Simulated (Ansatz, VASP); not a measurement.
MgO in VASP and in Ansatz

```
Mg O
1.0
     0.00000    2.33860    2.10211
     2.10211    0.00000    2.10211
     2.10211    2.33860    0.00000
Mg O
1 1
Direct
  0.00000 0.00000 0.00000
  0.50000 0.50000 0.50000
```

Change from the starting cell: strain +0.1125 x Voigt [0, 1, 0, 0, 0, 0], atoms carried along.

Alike in both runs: task single point; functional r2SCAN; k mesh 10 × 10 × 10; occupations gaussian, width 0.05 eV; no spin polarisation.

```csv
,VASP,Ansatz
version,VASP 6.6.1,Ansatz 0.2.0
potentials or method,"VASP PAW PBE potentials, release 64 (Mg, O), cutoff 520 eV","scalar-relativistic, plane waves, PAW"
valence electrons in the cell,8,16
```

|  | VASP | Ansatz | Ansatz less VASP |
| --- | --- | --- | --- |
| gap on the k mesh at the Fermi level (eV) | 4.49 | 4.52 | +0.028 |
| least direct gap on the mesh (eV) | 4.49 | 4.52 | +0.028 |
| pressure (GPa) | -12.6 | -11.6 | +1.01 |
| traceless stress, the component that is largest in VASP (GPa) | -6.04 | -6.24 | -0.195 |

VASP's potentials were made for PBE, not for r2SCAN. With one functional, cell and mesh, what is left measures potentials, basis and numerics. VASP's potentials hold 8 valence electrons a cell and Ansatz's 16, so a difference there can come from the potentials and not from the codes.
